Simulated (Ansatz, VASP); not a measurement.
# MgO: VASP beside Ansatz

INCAR

```
SYSTEM = MgO
PREC = Accurate
ENCUT = 520
EDIFF = 1E-6
ISMEAR = 0
SIGMA = 0.01
LREAL = .False.
LASPH = .True.
NELM = 80
ALGO = Normal
ISIF = 2
LWAVE = .False.
LCHARG = .False.
GGA = PE
NBANDS = 11
```

The input KPOINTS:

```
Automatic mesh
0
Gamma
  6 6 6
  0 0 0
```

File POSCAR:

```
MgO
1.0
    0.0000000000      2.1085000000      2.1085000000
    2.1085000000      0.0000000000      2.1085000000
    2.1085000000      2.1085000000      0.0000000000
Mg O
1 1
Direct
    0.0000000000      0.0000000000      0.0100000000
    0.5000000000      0.5000000000      0.5000000000
```

Input for Ansatz:

```yaml
crystal:
  lattice:
    - [0.0, 2.1085, 2.1085]
    - [2.1085, 0.0, 2.1085]
    - [2.1085, 2.1085, 0.0]
  atoms:
    - { symbol: Mg, position: [0.0, 0.0, 0.01] }
    - { symbol: O, position: [0.5, 0.5, 0.5] }
kpoints:
  mp_grid:
    grid: [6, 6, 6]
    shift: [0.0, 0.0, 0.0]
scf:
  occupations:
    method: fixed
output:
  forces: true
```

Alike in both runs: task single point; functional PBE; k mesh 6 × 6 × 6; no spin polarisation.

```csv
,VASP,Ansatz
version,VASP 6.6.1,Ansatz 0.2.0
potentials or method,"VASP PAW PBE potentials, release 64 (Mg, O)","plane waves, PAW"
plane-wave cutoff (eV),520,420
occupations,"gaussian, width 0.01 eV",fixed
valence electrons in the cell,8,16
```

|  | VASP | Ansatz | Ansatz less VASP |
| --- | --- | --- | --- |
| gap on the k mesh at the Fermi level (eV) | 4.69 | 4.71 | +0.017 |
| rms of the force components (eV/Å) | 0.094 | 0.092 | -0.0015 |

Atom by atom the forces differ by 0.001 eV/Å (rms over components). VASP's potentials hold 8 valence electrons a cell and Ansatz's 16, so a difference there can come from the potentials and not from the codes.

The k mesh is coarse, so the values compare programs but aren't converged.
